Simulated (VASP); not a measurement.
# NiO2 (P-3m1) in VASP: further runs

Runs on NiO2. Level: PBEsol. Tasks: single point.

Program: VASP 6.6.1. These are calculated values, not measurements. Logs are shortened: lines on timing, memory, paths and dates and some standing lists are left out, and cuts for length are marked.

## Step 1: The cell of the first run

The structure is trigonal, space group P-3m1 (No. 164). Conventional cell: a = 2.748 Å, b = 2.748 Å, c = 5.104 Å, α = 90.00°, β = 90.00°, γ = 120.00°. Ni (site symmetry -3m) has 6 O at 1.89 Å within 2.5 Å. Within 2.5 Å of O (site symmetry 3m) lie 3 Ni at 1.89 Å.

## Step 2: Single point, PBEsol (c/a of the conventional cell at fixed volume 1.8576)

Input file INCAR:

```
PREC = Accurate ; ENCUT = 520
EDIFF = 1E-6 ; ISMEAR = 0
SIGMA = 0.05 ; LREAL = False
LASPH = True ; NELM = 60
ALGO = Normal ; ISIF = 2
LWAVE = False ; LCHARG = False
GGA = PS ; NBANDS = 18
```

Input file KPOINTS:

```
regular mesh
0
Gamma
  12 12 6
```

Input file POSCAR:

```
NiO2
1.0
    2.7478231521      0.0000000000      0.0000000000
   -1.3739115761      2.3796846548      0.0000000000
    0.0000000000      0.0000000000      5.1043562873
Ni O
1 2
Direct
    0.0000000000      0.0000000000      0.5000000000
    0.6666666667      0.3333333333      0.7002287663
    0.3333333333      0.6666666667      0.2997712337
```

Potentials or basis: VASP PAW PBE potentials, release 64 (Ni, O).

Command:

```sh
$ cat potpaw_PBE.64/Ni/POTCAR potpaw_PBE.64/O/POTCAR > POTCAR
$ mpirun -np 1 vasp_std > vasp.out
```

OUTCAR:

```text
PREC = Accurate
   ENCUT = 520
   EDIFF = 1E-6
   ISMEAR = 0
   LREAL = False
   LASPH = True
   NELM = 60
   ISIF = 2
   GGA = PS

 ion  position               nearest neighbor table
   1  0.000  0.000  0.500-   2 1.89   3 1.89   2 1.89   3 1.89   2 1.89   3 1.89
   2  0.667  0.333  0.700-   1 1.89   1 1.89   1 1.89
   3  0.333  0.667  0.300-   1 1.89   1 1.89   1 1.89

  LATTYP: Found a hexagonal cell.
 ALAT       =     2.7478231521
 C/A-ratio  =     1.8576000000

  Lattice vectors:

 A1 = (   2.7478231521,   0.0000000000,   0.0000000000)
 A2 = (  -1.3739115761,   2.3796846548,   0.0000000000)
 A3 = (   0.0000000000,   0.0000000000,   5.1043562873)

Analysis of symmetry for initial positions (statically):
=====================================================================
 Subroutine PRICEL returns:
 Original cell was already a primitive cell.

 Routine SETGRP: Setting up the symmetry group for a
 hexagonal supercell.

 Subroutine GETGRP returns: Found 12 space group operations
 (whereof 12 operations were pure point group operations)
 out of a pool of 24 trial point group operations.

The static configuration has the point symmetry D_3d.

Analysis of symmetry for dynamics (positions and initial velocities):
=====================================================================
 Subroutine PRICEL returns:
 Original cell was already a primitive cell.

 Routine SETGRP: Setting up the symmetry group for a
 hexagonal supercell.

 Subroutine GETGRP returns: Found 12 space group operations
 (whereof 12 operations were pure point group operations)
 out of a pool of 24 trial point group operations.

The dynamic configuration has the point symmetry D_3d.

 Subroutine INISYM returns: Found 12 space group operations
 (whereof 12 operations are pure point group operations),
 and found     1 'primitive' translations

----------------------------------------------------------------------------------------

                                     Primitive cell

  volume of cell :      33.3771

  direct lattice vectors                    reciprocal lattice vectors
     2.747823152  0.000000000  0.000000000     0.363924439  0.210111873  0.000000000
    -1.373911576  2.379684655  0.000000000     0.000000000  0.420223746  0.000000000
     0.000000000  0.000000000  5.104356287     0.000000000  0.000000000  0.195911089

  length of vectors
     2.747823152  2.747823152  5.104356287     0.420223746  0.420223746  0.195911089

  position of ions in fractional coordinates (direct lattice)
     0.000000000  0.000000000  0.500000000
     0.666666667  0.333333333  0.700228766
     0.333333333  0.666666667  0.299771234

  ion indices of the primitive-cell ions
   primitive index   ion index
                 1           1
                 2           2
                 3           3

----------------------------------------------------------------------------------------

 KPOINTS: regular mesh

Automatic generation of k-mesh.
 Grid dimensions read from file:
 generate k-points for:   12   12    6

 Generating k-lattice:

  Cartesian coordinates                     Fractional coordinates (reciprocal lattice)
     0.030327037  0.017509323  0.000000000     0.083333333  0.000000000  0.000000000
     0.000000000  0.035018646  0.000000000     0.000000000  0.083333333  0.000000000
     0.000000000  0.000000000  0.032651848     0.000000000  0.000000000  0.166666667

  Length of vectors
     0.035018646  0.035018646  0.032651848

  Shift w.r.t. Gamma in fractional coordinates (k-lattice)
     0.000000000  0.000000000  0.000000000

 Subroutine IBZKPT returns following result:
 ===========================================

 Found    100 irreducible k-points:

 Following reciprocal coordinates:
            Coordinates               Weight
  0.000000  0.000000  0.000000      1.000000
  0.083333 -0.000000  0.000000      6.000000
  0.166667 -0.000000  0.000000      6.000000
  0.250000 -0.000000  0.000000      6.000000
  0.333333 -0.000000  0.000000      6.000000
  0.416667  0.000000  0.000000      6.000000
[... 42 lines left out ...]
  free energy    TOTEN  =       -18.65704217 eV

  energy without entropy =      -18.65704217  energy(sigma->0) =      -18.65704217

 E-fermi :   1.9924     XC(G=0): -10.5307

 val. band max:        1.7525646352   @ k =   0.0833   0.0833   0.5000
 cond. band min:       2.8179536994   @ k =   0.2500  -0.0000   0.3333
 fundamental gap:      1.0653890643
 Fermi energy:         1.9923562232

 k-point     1 :       0.0000    0.0000    0.0000
  band No.  band energies     occupation
      1     -17.4588      2.00000
      2     -15.4233      2.00000
      3      -3.8793      2.00000
      4      -3.2045      2.00000
      5      -3.2045      2.00000
      6      -0.2135      2.00000
[... 10 lines left out ...]
     17      22.3583      0.00000
     18      22.3583      0.00000

 k-point     2 :       0.0833   -0.0000    0.0000
  band No.  band energies     occupation
      1     -17.3647      2.00000
      2     -15.4126      2.00000
      3      -3.7698      2.00000
      4      -3.2788      2.00000
      5      -3.1535      2.00000
      6      -0.4659      2.00000
[... 10 lines left out ...]
     17      21.3916      0.00000
     18      22.5094      0.00000

 k-point     3 :       0.1667   -0.0000    0.0000
  band No.  band energies     occupation
      1     -17.0966      2.00000
      2     -15.3854      2.00000
      3      -3.4981      2.00000
      4      -3.3953      2.00000
      5      -3.0195      2.00000
      6      -1.2418      2.00000
[... 10 lines left out ...]
     17      19.6755      0.00000
     18      21.9262      0.00000

 k-point     4 :       0.2500   -0.0000    0.0000
  band No.  band energies     occupation
      1     -16.6985      2.00000
      2     -15.3569      2.00000
      3      -3.6005      2.00000
      4      -2.9997      2.00000
      5      -2.8632      2.00000
      6      -2.2056      2.00000
[... 375 lines left out ...]
      4      -3.2832      2.00000
      5      -3.1518      2.00000
      6      -0.4667      2.00000
[... 10 lines left out ...]
     17      21.4222      0.00000
     18      22.5181      0.00000

 k-point    23 :       0.1667   -0.0000    0.1667
  band No.  band energies     occupation
      1     -17.0859      2.00000
      2     -15.4020      2.00000
      3      -3.5521      2.00000
      4      -3.2855      2.00000
      5      -3.0214      2.00000
      6      -1.2458      2.00000
[... 10 lines left out ...]
     17      19.6813      0.00000
     18      21.8736      0.00000

 k-point    24 :       0.0000    0.1667    0.1667
  band No.  band energies     occupation
      1     -17.0852      2.00000
      2     -15.4034      2.00000
      3      -3.4678      2.00000
      4      -3.3669      2.00000
      5      -3.0168      2.00000
      6      -1.2368      2.00000
[... 10 lines left out ...]
     17      19.7681      0.00000
     18      21.8092      0.00000

 [... further k-points ...]

------------------------ aborting loop because EDIFF is reached ----------------------------------------

  FORCE on cell =-STRESS in cart. coord.  units (eV):
  Direction    XX          YY          ZZ          XY          YZ          ZX
  --------------------------------------------------------------------------------------
  -------------------------------------------------------------------------------------
  Total       -0.4180576     -0.4180576     -2.5535851      0.0000000     -0.0000000      0.0000000
  in kB      -20.0676961    -20.0676961   -122.5777793      0.0000000     -0.0000000      0.0000000
  external PRESSURE =     -54.2377239 kB  Pullay stress =       0.0000000 kB

 VOLUME and BASIS-vectors are now :
 -----------------------------------------------------------------------------
  energy-cutoff  :      520.00
  volume of cell :       33.38
      direct lattice vectors                 reciprocal lattice vectors
     2.747823152  0.000000000  0.000000000     0.363924439  0.210111873  0.000000000
    -1.373911576  2.379684655  0.000000000     0.000000000  0.420223746  0.000000000
     0.000000000  0.000000000  5.104356287     0.000000000  0.000000000  0.195911089

 POSITION                                       TOTAL-FORCE (eV/Angst)
 -----------------------------------------------------------------------------------
      0.00000      0.00000      2.55218         0.000000      0.000000      0.000000
      1.37391      0.79323      3.57422        -0.000000     -0.000000     -1.239673
     -0.00000      1.58646      1.53014         0.000000      0.000000      1.239673
 -----------------------------------------------------------------------------------
    total drift:                               -0.000000     -0.000000      0.000000

  FREE ENERGIE OF THE ION-ELECTRON SYSTEM (eV)
  ---------------------------------------------------
  free  energy   TOTEN  =       -18.6570421678 eV

  energy  without entropy=      -18.6570421678  energy(sigma->0) =      -18.65704217
```

Run time: 94 s. Hardware: 1 thread of AMD EPYC 7R13, shared host; peak memory 0.15 GiB.

What came out:

```yaml
Free_energy: -18.6570 eV
Pressure: -5.4 GPa
Largest_force: 1.240 eV/Å
Band_gap_on_the_k_mesh: 1.07 eV, indirect (least direct gap 1.20 eV)
```

Forces on the atoms (eV/Å):
```
Ni   0.000  0.000  0.000
O    0.000  0.000 -1.240
O    0.000  0.000  1.240
```

Stress tensor (GPa, compression positive):
```
 -2.01   0.00   0.00
  0.00  -2.01   0.00
  0.00   0.00 -12.26
```

Levels at points of the mesh, in eV from the valence-band top:
| k point | band 9 | band 10 | band 11 | band 12 | band 13 | band 14 |
| --- | --- | --- | --- | --- | --- | --- |
| (0.00, 0.00, 0.00) | -0.71 | -0.71 | -0.46 | 2.23 | 2.23 | 7.61 |
| (0.50, 0.00, 0.00) | -1.61 | -1.45 | -0.79 | 1.78 | 2.14 | 12.20 |
| (0.00, 0.00, 0.50) | -0.73 | -0.73 | -0.22 | 2.25 | 2.25 | 9.36 |
| (0.50, 0.00, 0.50) | -1.64 | -1.45 | -0.83 | 1.78 | 2.10 | 11.76 |

Caveat: the PAW data sets were made with another functional, which shifts forces and pressure a little. Spin polarisation is off, so any magnetic state and its effect on volume and gap are missing.

## Step 3: Single point, PBEsol (c/a of the conventional cell at fixed volume 1.6433)

Input file INCAR:

```
SYSTEM = NiO2
ALGO = Normal
EDIFF = 1E-6
ENCUT = 520
GGA = PS
ISIF = 2
ISMEAR = 0
LASPH = .True.
LCHARG = .True.
LELF = .True.
LREAL = .False.
LVHAR = .True.
LWAVE = .False.
NBANDS = 18
NELM = 60
PREC = Accurate
SIGMA = 0.05
```

Input file KPOINTS:

```
k-points
0
Gamma
  12 12 6
  0 0 0
```

Input file POSCAR:

```
NiO2
1.0
    2.8624235356      0.0000000000      0.0000000000
   -1.4312117678      2.4789314982      0.0000000000
    0.0000000000      0.0000000000      4.7038205961
Ni O
1 2
Direct
    0.0000000000      0.0000000000      0.5000000000
    0.6666666667      0.3333333333      0.7253664501
    0.3333333333      0.6666666667      0.2746335499
```

Potentials or basis: VASP PAW PBE potentials, release 64 (Ni, O).

Command:

```sh
$ cat potpaw_PBE.64/Ni/POTCAR potpaw_PBE.64/O/POTCAR > POTCAR
$ mpirun -np 1 vasp_std > vasp.out
```

Wall time 2.4 min (1 thread of AMD EPYC 7R13, shared host); peak memory 0.16 GiB.

It converged, with:

| Quantity | Value |
| --- | --- |
| Free energy | -18.3048 eV |
| Pressure | -22.7 GPa |
| Largest force | 2.392 eV/Å |
| Band gap on the k mesh | 0.70 eV, indirect (least direct gap 0.79 eV) |

Forces on the atoms (eV/Å):
```
Ni   0.000  0.000  0.000
O    0.000  0.000 -2.392
O    0.000  0.000  2.392
```

Stress tensor (GPa, compression positive):
```
-21.82   0.00   0.00
  0.00 -21.82   0.00
  0.00   0.00 -24.55
```

Levels at points of the mesh, in eV from the valence-band top:
```tsv
k point	band 8	band 9	band 10	band 11	band 12	band 13	band 14	band 15
(0.00, 0.00, 0.00)	-0.70	-0.70	-0.56	-0.43	1.79	1.79	6.84	10.63
(0.50, 0.00, 0.00)	-2.05	-1.48	-1.34	-0.79	1.38	1.77	11.47	12.18
(0.00, 0.00, 0.50)	-1.75	-0.75	-0.75	-0.26	1.84	1.84	8.46	9.65
(0.50, 0.00, 0.50)	-1.53	-1.35	-1.34	-0.84	1.39	1.66	11.09	11.72
```

Caveat: the PAW data sets were made with another functional, which shifts forces and pressure a little. Spin polarisation is off, so any magnetic state and its effect on volume and gap are missing.

## Step 4: Single point, PBEsol (c/a of the conventional cell at fixed volume 1.8219)

Input file INCAR:

```
SYSTEM = NiO2
  PREC = Accurate
  ENCUT = 520
  EDIFF = 1E-6
  ISMEAR = 0
  SIGMA = 0.05
  LREAL = .FALSE.
  LASPH = .TRUE.
  NELM = 60
  ALGO = Normal
  ISIF = 2
  LWAVE = .FALSE.
  LCHARG = .FALSE.
  GGA = PS
  NBANDS = 18
```

Input file KPOINTS:

```
Automatic mesh
0
G
  12 12 6
  0 0 0
```

Input file POSCAR:

```
NiO2
1.0
    2.7656549825      0.0000000000      0.0000000000
   -1.3828274913      2.3951274729      0.0000000000
    0.0000000000      0.0000000000      5.0387468126
Ni O
1 2
Direct
    0.0000000000      0.0000000000      0.5000000000
    0.6666666667      0.3333333333      0.6625222406
    0.3333333333      0.6666666667      0.3374777594
```

Command:

```sh
$ cat potpaw_PBE.64/Ni/POTCAR potpaw_PBE.64/O/POTCAR > POTCAR
$ mpirun -np 1 vasp_std > vasp.out
```

Run time: 2.4 min. Hardware: 1 thread of AMD EPYC 7R13, shared host; peak memory 0.17 GiB.

Results (log left out):

```yaml
Free_energy: -18.4210 eV
Pressure: 22.1 GPa
Largest_force: 2.738 eV/Å
Band_gap_on_the_k_mesh: 1.10 eV, indirect (least direct gap 1.58 eV)
```

Forces on the atoms (eV/Å):
```
Ni   0.000  0.000  0.000
O    0.000  0.000  2.738
O    0.000  0.000 -2.738
```

Stress tensor (GPa, compression positive):
```
22.54  0.00  0.00
 0.00 22.54  0.00
 0.00  0.00 21.13
```

Levels at points of the mesh, in eV from the valence-band top:
| k point | band 9 | band 10 | band 11 | band 12 | band 13 | band 14 |
| --- | --- | --- | --- | --- | --- | --- |
| (0.00, 0.00, 0.00) | -1.51 | -1.51 | -0.17 | 2.54 | 2.54 | 7.35 |
| (0.50, 0.00, 0.00) | -2.07 | -2.01 | -1.17 | 1.57 | 2.47 | 12.59 |
| (0.00, 0.00, 0.50) | -1.52 | -1.52 | -0.01 | 2.55 | 2.55 | 8.73 |
| (0.50, 0.00, 0.50) | -2.07 | -1.80 | -1.21 | 1.56 | 2.45 | 11.66 |

Caveat: the PAW data sets were made with another functional, which shifts forces and pressure a little. A k mesh can miss the band edges.

## Step 5: Single point, PBEsol (c/a of the conventional cell at fixed volume 1.8933)

Input file INCAR:

```
ALGO = Normal
EDIFF = 1E-6
ENCUT = 520
GGA = PS
ISIF = 2
ISMEAR = 0
LASPH = True
LCHARG = False
LREAL = False
LWAVE = False
NBANDS = 18
NELM = 100
PREC = Accurate
SIGMA = 0.05
```

Input file KPOINTS:

```
k-points
0
Gamma
  12 12 6
```

Input file POSCAR:

```
NiO2
1.0
    2.7304424938      0.0000000000      0.0000000000
   -1.3652212469      2.3646325632      0.0000000000
    0.0000000000      0.0000000000      5.1695467736
Ni O
1 2
Direct
    0.0000000000      0.0000000000      0.5000000000
    0.6666666667      0.3333333333      0.7379352920
    0.3333333333      0.6666666667      0.2620647080
```

Command:

```sh
$ cat potpaw_PBE.64/Ni/POTCAR potpaw_PBE.64/O/POTCAR > POTCAR
$ mpirun -np 1 vasp_std > vasp.out
```

Wall time 1.7 min (1 thread of AMD EPYC 7R13, shared host); peak memory 0.15 GiB.

The run converged. Its results:

```
Free energy            : -17.5828 eV
Pressure               : -23.4 GPa
Largest force          : 3.746 eV/Å
Band gap on the k mesh : 0.72 eV, indirect (least direct gap 0.76 eV)
```

Forces on the atoms (eV/Å):
```
Ni   0.000  0.000  0.000
O    0.000  0.000 -3.746
O    0.000  0.000  3.746
```

Stress tensor (GPa, compression positive):
```
-12.78   0.00   0.00
  0.00 -12.78   0.00
  0.00   0.00 -44.75
```

Levels at points of the mesh, in eV from the valence-band top:
| k point | band 7 | band 8 | band 9 | band 10 | band 11 | band 12 | band 13 | band 14 | band 15 | band 16 |
| --- | --- | --- | --- | --- | --- | --- | --- | --- | --- | --- |
| (0.00, 0.00, 0.00) | -1.57 | -0.98 | -0.83 | -0.11 | -0.11 | 1.72 | 1.72 | 6.49 | 11.41 | 13.58 |
| (0.50, 0.00, 0.00) | -2.13 | -1.69 | -1.23 | -0.91 | -0.36 | 1.56 | 1.66 | 10.33 | 11.68 | 14.79 |
| (0.00, 0.00, 0.50) | -1.57 | -1.57 | -0.65 | -0.15 | -0.15 | 1.75 | 1.75 | 7.64 | 10.32 | 14.53 |
| (0.50, 0.00, 0.50) | -1.77 | -1.60 | -1.14 | -0.91 | -0.39 | 1.57 | 1.58 | 10.04 | 11.30 | 15.34 |

Caveat: the PAW data sets were made with another functional, which shifts forces and pressure a little. Spin polarisation is off, so any magnetic state and its effect on volume and gap are missing.

## Step 6: Single point, PBEsol (c/a of the conventional cell at fixed volume 1.8219)

Input file INCAR:

```
SYSTEM = NiO2
PREC = Accurate
ENCUT = 520
EDIFF = 1E-7
ISMEAR = 0
SIGMA = 0.05
LREAL = .FALSE.
LASPH = .TRUE.
NELM = 60
ALGO = Normal
ISIF = 2
LWAVE = .FALSE.
LCHARG = .FALSE.
GGA = PS
NBANDS = 18
```

Input file KPOINTS:

```
regular mesh
0
G
  12 12 6
  0 0 0
```

Input file POSCAR:

```
NiO2
1.0
    2.7656549825      0.0000000000      0.0000000000
   -1.3828274913      2.3951274729      0.0000000000
    0.0000000000      0.0000000000      5.0387468126
Ni O
1 2
Direct
    0.0000000000      0.0000000000      0.5000000000
    0.6666666667      0.3333333333      0.6876599244
    0.3333333333      0.6666666667      0.3123400756
```

Potentials or basis: VASP PAW PBE potentials, release 64 (Ni, O).

Command:

```sh
$ cat potpaw_PBE.64/Ni/POTCAR potpaw_PBE.64/O/POTCAR > POTCAR
$ mpirun -np 1 vasp_std > vasp.out
```

It took 2.2 min on 1 thread of AMD EPYC 7R13, shared host; peak memory 0.17 GiB.

It converged, with:

```yaml
Free_energy: -18.7554 eV
Pressure: 1.8 GPa
Largest_force: 0.004 eV/Å
Band_gap_on_the_k_mesh: 1.08 eV, indirect (least direct gap 1.31 eV)
```

Forces in eV/Å, atoms in the order of the input:
```
Ni   0.000  0.000  0.000
O    0.000  0.000 -0.004
O    0.000  0.000  0.004
```

Stress tensor (GPa, compression positive):
```
 2.86  0.00  0.00
 0.00  2.86  0.00
 0.00  0.00 -0.29
```

Levels at points of the mesh, in eV from the valence-band top:
| k point | band 8 | band 9 | band 10 | band 11 | band 12 | band 13 | band 14 | band 15 |
| --- | --- | --- | --- | --- | --- | --- | --- | --- |
| (0.00, 0.00, 0.00) | -1.02 | -1.00 | -1.00 | -0.31 | 2.35 | 2.35 | 7.64 | 11.18 |
| (0.50, 0.00, 0.00) | -2.00 | -1.72 | -1.66 | -0.99 | 1.71 | 2.25 | 12.52 | 13.54 |
| (0.00, 0.00, 0.50) | -1.79 | -1.01 | -1.01 | -0.10 | 2.36 | 2.36 | 9.52 | 9.78 |
| (0.50, 0.00, 0.50) | -1.72 | -1.71 | -1.68 | -1.03 | 1.71 | 2.22 | 11.93 | 12.96 |

Caveat: the PAW data sets were made with another functional, which shifts forces and pressure a little. A k mesh can miss the band edges.

## Step 7: Overview

| cell | gap on the mesh (eV) | pressure (GPa) | largest force (eV/Å) |
| --- | --- | --- | --- |
| a = 2.748, b = 2.748, c = 5.104 Å, angles 90.0, 90.0, 120.0°, 3 atoms | 1.07 | -5.4 | 1.24 |
| a = 2.862, b = 2.862, c = 4.704 Å, angles 90.0, 90.0, 120.0°, 3 atoms | 0.70 | -22.7 | 2.39 |
| a = 2.766, b = 2.766, c = 5.039 Å, angles 90.0, 90.0, 120.0°, 3 atoms | 1.08 | 1.8 | - |
| a = 2.730, b = 2.730, c = 5.170 Å, angles 90.0, 90.0, 120.0°, 3 atoms | 0.72 | -23.4 | 3.75 |

Some of these runs hold the atoms at other places in the same cell, which the table doesn't show; runs alike in all that it shows share one row.

Alike in all rows: task single point; level PBEsol; potentials or basis VASP PAW PBE potentials, release 64 (Ni, O); no spin polarisation; k mesh 12 × 12 × 6; cutoff (eV) 520; smearing gaussian 0.05 eV.

Caveats: the PAW data sets were made with another functional, which shifts forces and pressure a little.

Absolute energies hang on the potentials; compare differences alone.
